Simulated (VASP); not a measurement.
NaTbBr4:

```
CELL_PARAMETERS angstrom
5.00794 0.00000 0.00000
0.28182 5.20414 0.00000
1.46202 1.57077 7.54512
ATOMIC_POSITIONS crystal
Na 0.06338 0.93613 0.99262
Tb 0.42331 0.58758 0.50300
Br 0.50883 0.02740 0.65038
Br 0.98069 0.47893 0.35263
Br 0.50042 0.96787 0.18811
Br 0.02336 0.50208 0.81326
```

* Program: VASP 6.6.1
* Task: relaxation of cell and atoms
* Functional: PBE
* Potentials or basis: VASP PAW PBE potentials, release 64 (Na_pv, Tb_3, Br), 4f in core
* Cutoff: 500 eV
* k mesh: 4 × 4 × 2
* Occupations: gaussian, width 0.1 eV
* Spin: no spin polarisation

At the start: pressure 0.2 GPa; volume 32.77 Å³/atom.

Problem. How do energy, volume and symmetry change on relaxing?

Solution. Over 34 steps the energy falls by 6.5 meV/atom and the volume is 34.99 Å³/atom (+6.8 %); space group P1 (No. 1, to 0.1 Å) before, C2 (No. 5, to 0.1 Å).

Step by step:
| step | energy change (eV) | largest force (eV/Å) | pressure (GPa) | volume (Å³) |
| --- | --- | --- | --- | --- |
| 1 | 0.0000 | 0.0708 | 0.22 | 196.64 |
| 2 | -0.0017 | 0.0569 | -0.01 | 197.90 |
| 3 | -0.0018 | 0.0582 | -0.06 | 198.20 |
| 4 | -0.0025 | 0.0502 | -0.03 | 198.20 |
| 5 | -0.0033 | 0.0697 | 0.04 | 198.20 |
| 6 | -0.0040 | 0.0569 | 0.03 | 198.40 |
| 7 | -0.0052 | 0.0406 | 0.01 | 199.01 |
| 8 | -0.0047 | 0.1246 | -0.03 | 200.22 |
| 9 | -0.0055 | 0.0515 | -0.01 | 199.46 |
| 10 | -0.0063 | 0.0412 | -0.01 | 199.66 |
| 11 | -0.0079 | 0.0573 | 0.00 | 200.27 |
| 12 | -0.0071 | 0.1303 | 0.02 | 201.45 |
| 13 | -0.0082 | 0.0786 | 0.01 | 200.68 |
| 14 | -0.0093 | 0.0769 | 0.01 | 201.01 |
| 15 | -0.0121 | 0.0731 | 0.01 | 201.97 |
| 16 | -0.0153 | 0.1002 | 0.01 | 203.82 |
| 17 | -0.0173 | 0.0879 | -0.03 | 204.33 |
| 18 | -0.0215 | 0.0744 | -0.13 | 205.82 |
| 19 | -0.0195 | 0.1336 | -0.34 | 208.60 |
| 20 | -0.0226 | 0.0821 | -0.19 | 206.67 |
| 21 | -0.0251 | 0.0760 | -0.03 | 206.04 |
| 22 | -0.0257 | 0.0836 | 0.10 | 205.55 |
| 23 | -0.0280 | 0.0677 | 0.06 | 205.91 |
| 24 | -0.0306 | 0.0723 | -0.05 | 206.91 |
| 25 | -0.0324 | 0.0721 | 0.06 | 206.70 |
| 26 | -0.0327 | 0.0745 | 0.14 | 206.56 |
| 27 | -0.0347 | 0.0588 | -0.07 | 208.37 |
| 28 | -0.0348 | 0.0580 | -0.09 | 208.60 |
| 29 | -0.0367 | 0.0475 | 0.00 | 208.64 |
| 30 | -0.0372 | 0.0524 | 0.07 | 208.67 |
| 31 | -0.0385 | 0.0456 | -0.06 | 210.02 |
| 32 | -0.0385 | 0.0489 | -0.07 | 210.13 |
| 33 | -0.0390 | 0.0427 | 0.07 | 209.88 |
| 34 | -0.0391 | 0.0362 | 0.03 | 209.95 |

Final structure:
```cif
data_structure
_symmetry_space_group_name_H-M 'P 1'
_symmetry_Int_Tables_number 1
_cell_length_a 5.3781
_cell_length_b 5.3631
_cell_length_c 8.2051
_cell_angle_alpha 70.602
_cell_angle_beta 70.718
_cell_angle_gamma 79.332
_cell_volume 209.95
loop_
_atom_site_label
_atom_site_type_symbol
_atom_site_fract_x
_atom_site_fract_y
_atom_site_fract_z
_atom_site_occupancy
Na1 Na 0.08394 0.91201 0.00233 1
Tb1 Tb 0.40250 0.59850 0.49914 1
Br1 Br 0.49577 0.02725 0.60318 1
Br2 Br 0.97298 0.50429 0.39705 1
Br3 Br 0.49493 0.95373 0.15478 1
Br4 Br 0.04988 0.50422 0.84352 1
```
